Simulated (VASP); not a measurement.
# TlMo2 (Fd-3m) in VASP: relaxation of cell and atoms with PBE

Aim: the relaxation of cell and atoms of TlMo2 with PBE.

All numbers are computed with VASP 6.6.1; they aren't measurements. Logs are shortened: lines on timing, memory, paths and dates and some standing lists are left out, and cuts for length are marked.

### Step 1. The cell of the first run

The structure is cubic, space group Fd-3m (No. 227). The conventional cell has a = 7.788 Å, b = 7.788 Å, c = 7.788 Å, α = 90.00°, β = 90.00°, γ = 90.00°. Tl (site symmetry -43m) has 12 Mo at 3.23 Å and 4 Tl at 3.37 Å within 4.2 Å. Within 3.6 Å of Mo (site symmetry -3m) lie 6 Mo at 2.75 Å and 6 Tl at 3.23 Å.

### Step 2. Relaxation of cell and atoms, PBE

File INCAR:

```
PREC = Accurate
ENCUT = 600
EDIFF = 1E-6
ISMEAR = 0
SIGMA = 0.1
LREAL = False
LASPH = True
NELM = 100
ALGO = Fast
ISIF = 3
LWAVE = False
LCHARG = False
GGA = PE
IBRION = 2
NSW = 90
EDIFFG = -0.04
```

File KPOINTS:

```
Automatic mesh
0
Gamma
  4 4 4
```

File POSCAR:

```
TlMo2
1.0
    0.0000000000      3.8941666600      3.8941666600
    3.8941666600      0.0000000000      3.8941666600
    3.8941666600      3.8941666600      0.0000000000
Tl Mo
2 4
Direct
    0.0000000000      0.0000000000      0.0000000000
    0.2500000000      0.2500000000      0.2500000000
    0.6250000000      0.6250000000      0.6250000000
    0.1250000000      0.6250000000      0.6250000000
    0.6250000000      0.6250000000      0.1250000000
    0.6250000000      0.1250000000      0.6250000000
```

Potentials or basis: VASP PAW PBE potentials, release 64 (Tl_d, Mo_sv).

The run is started by

```sh
$ cat potpaw_PBE.64/Tl_d/POTCAR potpaw_PBE.64/Mo_sv/POTCAR > POTCAR
$ mpirun -np 1 vasp_std > vasp.out
```

OUTCAR:

```text
PREC = Accurate
   ENCUT = 600
   EDIFF = 1E-6
   ISMEAR = 0
   LREAL = False
   LASPH = True
   NELM = 100
   ISIF = 3
   GGA = PE
   IBRION = 2
   NSW = 90
   EDIFFG = -0.04

 ion  position               nearest neighbor table
   1  0.000  0.000  0.000-   3 3.23   5 3.23   6 3.23   3 3.23   4 3.23   5 3.23   3 3.23   4 3.23
                             6 3.23   4 3.23   5 3.23   6 3.23   2 3.37   2 3.37   2 3.37   2 3.37
   2  0.250  0.250  0.250-   4 3.23   5 3.23   6 3.23   3 3.23   4 3.23   6 3.23   3 3.23   4 3.23
                             5 3.23   3 3.23   5 3.23   6 3.23   1 3.37   1 3.37   1 3.37   1 3.37
   3  0.625  0.625  0.625-   4 2.75   5 2.75   6 2.75   5 2.75   6 2.75   4 2.75   1 3.23   2 3.23
                             1 3.23   2 3.23   1 3.23   2 3.23
   4  0.125  0.625  0.625-   3 2.75   5 2.75   6 2.75   3 2.75   5 2.75   6 2.75   2 3.23   1 3.23
                             1 3.23   2 3.23   2 3.23   1 3.23
   5  0.625  0.625  0.125-   3 2.75   3 2.75   4 2.75   6 2.75   6 2.75   4 2.75   1 3.23   2 3.23
                             1 3.23   2 3.23   1 3.23   2 3.23
   6  0.625  0.125  0.625-   3 2.75   5 2.75   3 2.75   4 2.75   5 2.75   4 2.75   2 3.23   1 3.23
                             2 3.23   2 3.23   1 3.23   1 3.23

  LATTYP: Found a face centered cubic cell.
 ALAT       =     7.7883333200

  Lattice vectors:

 A1 = (   0.0000000000,   3.8941666600,   3.8941666600)
 A2 = (   3.8941666600,   0.0000000000,   3.8941666600)
 A3 = (   3.8941666600,   3.8941666600,   0.0000000000)

Analysis of symmetry for initial positions (statically):
=====================================================================
 Subroutine PRICEL returns:
 Original cell was already a primitive cell.

 Routine SETGRP: Setting up the symmetry group for a
 face centered cubic supercell.

 Subroutine GETGRP returns: Found 48 space group operations
 (whereof 24 operations were pure point group operations)
 out of a pool of 48 trial point group operations.

The static configuration has the point symmetry T_d .
 The point group associated with its full space group is O_h .

Analysis of symmetry for dynamics (positions and initial velocities):
=====================================================================
 Subroutine PRICEL returns:
 Original cell was already a primitive cell.

 Routine SETGRP: Setting up the symmetry group for a
 face centered cubic supercell.

 Subroutine GETGRP returns: Found 48 space group operations
 (whereof 24 operations were pure point group operations)
 out of a pool of 48 trial point group operations.

The dynamic configuration has the point symmetry T_d .
 The point group associated with its full space group is O_h .

 Subroutine INISYM returns: Found 48 space group operations
 (whereof 24 operations are pure point group operations),
 and found     1 'primitive' translations

----------------------------------------------------------------------------------------

                                     Primitive cell

  volume of cell :     118.1064

  direct lattice vectors                    reciprocal lattice vectors
     0.000000000  3.894166660  3.894166660    -0.128397175  0.128397175  0.128397175
     3.894166660  0.000000000  3.894166660     0.128397175 -0.128397175  0.128397175
     3.894166660  3.894166660  0.000000000     0.128397175  0.128397175 -0.128397175

  length of vectors
     5.507183305  5.507183305  5.507183305     0.222390431  0.222390431  0.222390431

  position of ions in fractional coordinates (direct lattice)
     0.000000000  0.000000000  0.000000000
     0.250000000  0.250000000  0.250000000
     0.625000000  0.625000000  0.625000000
     0.125000000  0.625000000  0.625000000
     0.625000000  0.625000000  0.125000000
     0.625000000  0.125000000  0.625000000

  ion indices of the primitive-cell ions
   primitive index   ion index
                 1           1
                 2           2
                 3           3
                 4           4
                 5           5
                 6           6

----------------------------------------------------------------------------------------

 KPOINTS: Automatic mesh

Automatic generation of k-mesh.
 Grid dimensions read from file:
 generate k-points for:    4    4    4

 Generating k-lattice:

  Cartesian coordinates                     Fractional coordinates (reciprocal lattice)
    -0.032099294  0.032099294  0.032099294     0.250000000  0.000000000  0.000000000
     0.032099294 -0.032099294  0.032099294     0.000000000  0.250000000  0.000000000
     0.032099294  0.032099294 -0.032099294     0.000000000  0.000000000  0.250000000

  Length of vectors
     0.055597608  0.055597608  0.055597608

  Shift w.r.t. Gamma in fractional coordinates (k-lattice)
     0.000000000  0.000000000  0.000000000

 Subroutine IBZKPT returns following result:
 ===========================================

 Found      8 irreducible k-points:

 Following reciprocal coordinates:
            Coordinates               Weight
  0.000000  0.000000  0.000000      1.000000
  0.250000  0.000000  0.000000      8.000000
  0.500000  0.000000  0.000000      4.000000
  0.250000  0.250000  0.000000      6.000000
  0.500000  0.250000  0.000000     24.000000
 -0.250000  0.250000  0.000000     12.000000
  0.500000  0.500000  0.000000      3.000000
 -0.250000  0.500000  0.250000      6.000000
   k-points           NKPTS =      8   k-points in BZ     NKDIM =      8   number of bands    NBANDS=     49
   number of dos      NEDOS =    301   number of ions     NIONS =      6
   total plane-waves  NPLWV = 110592
   dimension x,y,z NGX =    48 NGY =   48 NGZ =   48
   dimension x,y,z NGXF=    96 NGYF=   96 NGZF=   96
   ions per type =               2   4
   NGX,Y,Z   is equivalent  to a cutoff of  14.49, 14.49, 14.49 a.u.
   NGXF,Y,Z  is equivalent  to a cutoff of  28.98, 28.98, 28.98 a.u.
 SYSTEM =  unknown system
   PREC   = accura    normal or accurate (medium, high low for compatibility)
   ISTART =      0    job   : 0-new  1-cont  2-samecut
   ICHARG =      2    charge: 1-file 2-atom 10-const
   ISPIN  =      1    spin polarized calculation?
   LNONCOLLINEAR =      F non collinear calculations
   LSORBIT =      F    spin-orbit coupling
   LASPH  =      T    aspherical Exc in radial PAW
   ENCUT  =  600.0 eV  44.10 Ry    6.64 a.u.  11.00 11.00 11.00*2*pi/ulx,y,z
   NELM   =    100;   NELMIN=  2; NELMDL= -5     # of ELM steps
   EDIFF  = 0.1E-05   stopping-criterion for ELM
   LREAL  =      F    real-space projection
   EDIFFG = -.4E-01   stopping-criterion for IOM
   NSW    =     90    number of steps for IOM
   IBRION =      2    ionic relax: 0-MD 1-quasi-New 2-CG
   NFREE  =      1    steps in history (QN), initial steepest desc. (CG)
   ISIF   =      3    stress and relaxation
   ISYM   =      2    0-nonsym 1-usesym 2-fastsym
   POTIM  = 0.5000    time-step for ionic-motion
   TEBEG  =    0.0;   TEEND  =   0.0 temperature during run
   PSTRESS=    0.0 pullay stress
   NELECT =      82.0000    total number of electrons
   NUPDOWN=      -1.0000    fix difference up-down
   EMIN   =  10.00;   EMAX   =-10.00  energy-range for DOS
   EFERMI =   0.00;   METHOD = LEGACY
   ISMEAR =     0;   SIGMA  =   0.10  broadening in eV -4-tet -1-fermi 0-gaus
   EFERMI_NEDOS =   21; number of points for ismear=-14 and -15
   IALGO  =     68    algorithm
   IMIX   =      4    mixing-type and parameters
     AMIX     =   0.40;   BMIX     =  1.00
     AMIX_MAG =   1.60;   BMIX_MAG =  1.00
  volume/ion in A,a.u.               =      19.68       132.84
  Fermi-wavevector in a.u.,A,eV,Ry     =   1.449622  2.739389 28.591355  2.101405
  Thomas-Fermi vector in A             =   2.567328
   LORBIT       =      0    0 simple, 1 ext, 2 COOP (PROOUT), +10 PAW based schemes
   GGA     = PE    functional components
   LHFCALC =     F    Hartree Fock is set to
   AEXX    =    0.0000 exact exchange contribution
   IVDW    =     0    specifies the selected vdW correction
   LEPSILON=     F    determine dielectric tensor
   LRPA    =     F    only Hartree local field effects (RPA)
 conjugate gradient relaxation of ions
 non-spin polarized calculation
 RMM-DIIS sequential band-by-band and
 Gauss-broadening in eV      SIGMA  =   0.10
  energy-cutoff  :      600.00
  volume of cell :      118.11
 maximum number of plane-waves:      3972
 NGX is ok and might be reduce to    48
   NGX = 21   NGY = 21   NGZ = 21

--------------------------------------- Ionic step        1  -------------------------------------------

 number of electron      82.0000004 magnetization

 Free energy of the ion-electron system (eV)
  ---------------------------------------------------
  ext. energy  EPLUGINS =         0.00000000
  ---------------------------------------------------
  free energy    TOTEN  =       -43.68752845 eV

  energy without entropy =      -43.63249950  energy(sigma->0) =      -43.66001397

 E-fermi :   9.6848     XC(G=0): -12.0813

 val. band max:        9.6752490639   @ k =   0.5000   0.2500   0.0000
 cond. band min:       9.9173218008   @ k =  -0.2500   0.2500   0.0000
 fundamental gap:      0.2420727369
 Fermi energy:         9.6848062634

 k-point     1 :       0.0000    0.0000    0.0000
  band No.  band energies     occupation
      1     -51.2404      2.00000
      2     -51.0383      2.00000
      3     -51.0383      2.00000
      4     -51.0383      2.00000
      5     -26.0310      2.00000
      6     -25.5544      2.00000
[... 41 lines left out ...]
     48      11.4899      0.00000
     49      12.8267      0.00000
[... 415 lines left out ...]
 VOLUME and BASIS-vectors are now :
 -----------------------------------------------------------------------------
  energy-cutoff  :      600.00
  volume of cell :      105.34
      direct lattice vectors                 reciprocal lattice vectors
     0.000000000  3.748479755  3.748479755    -0.133387408  0.133387408  0.133387408
     3.748479755  0.000000000  3.748479755     0.133387408 -0.133387408  0.133387408
     3.748479755  3.748479755 -0.000000000     0.133387408  0.133387408 -0.133387408

 POSITION                                       TOTAL-FORCE (eV/Angst)
 -----------------------------------------------------------------------------------
      3.74848      3.74848     -0.00000        -0.000000     -0.000000     -0.000000
      1.87424      1.87424      1.87424         0.000000      0.000000      0.000000
      4.68560      4.68560      4.68560        -0.000000     -0.000000     -0.000000
      4.68560      2.81136      2.81136        -0.000000     -0.000000     -0.000000
      2.81136      2.81136      4.68560        -0.000000     -0.000000     -0.000000
      2.81136      4.68560      2.81136        -0.000000     -0.000000     -0.000000
 -----------------------------------------------------------------------------------
    total drift:                                0.000000      0.000000     -0.000000

  FREE ENERGIE OF THE ION-ELECTRON SYSTEM (eV)
  ---------------------------------------------------
  free  energy   TOTEN  =       -43.5186603072 eV

  energy  without entropy=      -43.4629211384  energy(sigma->0) =      -43.49079072

--------------------------------------- Ionic step        3  -------------------------------------------

 number of electron      81.9999999 magnetization

 Free energy of the ion-electron system (eV)
  ---------------------------------------------------
  ext. energy  EPLUGINS =         0.00000000
  ---------------------------------------------------
  free energy    TOTEN  =       -43.79496925 eV

  energy without entropy =      -43.73882431  energy(sigma->0) =      -43.76689678

 E-fermi :  10.3083     XC(G=0): -12.3225

 val. band max:       10.2926505592   @ k =  -0.2500   0.5000   0.2500
 cond. band min:      10.5434004769   @ k =  -0.2500   0.2500   0.0000
 fundamental gap:      0.2507499177
 Fermi energy:        10.3082883855

 k-point     1 :       0.0000    0.0000    0.0000
  band No.  band energies     occupation
      1     -50.6008      2.00000
      2     -50.3601      2.00000
      3     -50.3601      2.00000
      4     -50.3601      2.00000
      5     -25.5237      2.00000
      6     -24.9564      2.00000
[... 41 lines left out ...]
     48      12.2278      0.00000
     49      13.5254      0.00000
[... 367 lines left out ...]
  FORCE on cell =-STRESS in cart. coord.  units (eV):
  Direction    XX          YY          ZZ          XY          YZ          ZX
  --------------------------------------------------------------------------------------
  -------------------------------------------------------------------------------------
  Total       -0.0968017     -0.0968017     -0.0968017     -0.0000000      0.0000000      0.0000000
  in kB       -1.3727831     -1.3727831     -1.3727831     -0.0000000      0.0000000      0.0000000
  external PRESSURE =      -1.3727831 kB  Pullay stress =       0.0000000 kB

 VOLUME and BASIS-vectors are now :
 -----------------------------------------------------------------------------
  energy-cutoff  :      600.00
  volume of cell :      112.98
      direct lattice vectors                 reciprocal lattice vectors
     0.000000000  3.836959234  3.836959234    -0.130311523  0.130311523  0.130311523
     3.836959234  0.000000000  3.836959234     0.130311523 -0.130311523  0.130311523
     3.836959234  3.836959234 -0.000000000     0.130311523  0.130311523 -0.130311523

 POSITION                                       TOTAL-FORCE (eV/Angst)
 -----------------------------------------------------------------------------------
      0.00000      0.00000      0.00000        -0.000000      0.000000     -0.000000
      1.91848      1.91848      1.91848         0.000000     -0.000000      0.000000
      4.79620      4.79620      4.79620         0.000000      0.000000      0.000000
      4.79620      2.87772      2.87772         0.000000      0.000000      0.000000
      2.87772      2.87772      4.79620         0.000000      0.000000      0.000000
      2.87772      4.79620      2.87772         0.000000      0.000000      0.000000
 -----------------------------------------------------------------------------------
    total drift:                                0.000000      0.000000     -0.000000

  FREE ENERGIE OF THE ION-ELECTRON SYSTEM (eV)
  ---------------------------------------------------
  free  energy   TOTEN  =       -43.7949692497 eV

  energy  without entropy=      -43.7388243089  energy(sigma->0) =      -43.76689678

 reached required accuracy - stopping structural energy minimisation
```

It took 9.2 min on 1 thread of Intel Xeon Platinum 8259CL at 2.50GHz (Skylake/Cascade Lake), shared host; peak memory 0.34 GiB.

What came out:

- Free energy: -43.7950 eV
- Relaxed volume: 18.83 Å³/atom
- Relaxed cell: a = 5.426 Å, b = 5.426 Å, c = 5.426 Å, α = 60.00°, β = 60.00°, γ = 60.00°
- Space group after relaxing (to 0.1 Å): Fd-3m (No. 227)
- Energy gained by relaxing: 17.9 meV/atom
- Ionic steps: 3
- Pressure after relaxing: -0.1 GPa
- Band gap on the k mesh: zero (bands 41 and 42 overlap by 1.75 eV)

The path:
| step | energy change (eV) | largest force (eV/Å) | pressure (GPa) | volume (Å³) |
| --- | --- | --- | --- | --- |
| 1 | 0.0000 | 0.0000 | -6.31 | 118.11 |
| 2 | 0.1689 | 0.0000 | 12.52 | 105.34 |
| 3 | -0.1074 | 0.0000 | -0.14 | 112.98 |

Final structure:
```cif
data_structure
_symmetry_space_group_name_H-M 'P 1'
_symmetry_Int_Tables_number 1
_cell_length_a 5.4263
_cell_length_b 5.4263
_cell_length_c 5.4263
_cell_angle_alpha 60.000
_cell_angle_beta 60.000
_cell_angle_gamma 60.000
_cell_volume 112.98
loop_
_atom_site_label
_atom_site_type_symbol
_atom_site_fract_x
_atom_site_fract_y
_atom_site_fract_z
_atom_site_occupancy
Tl1 Tl 0.00000 0.00000 0.00000 1
Tl2 Tl 0.25000 0.25000 0.25000 1
Mo1 Mo 0.62500 0.62500 0.62500 1
Mo2 Mo 0.12500 0.62500 0.62500 1
Mo3 Mo 0.62500 0.62500 0.12500 1
Mo4 Mo 0.62500 0.12500 0.62500 1
```

Caveat: spin-orbit coupling is left out, which moves the levels of the heavy elements.
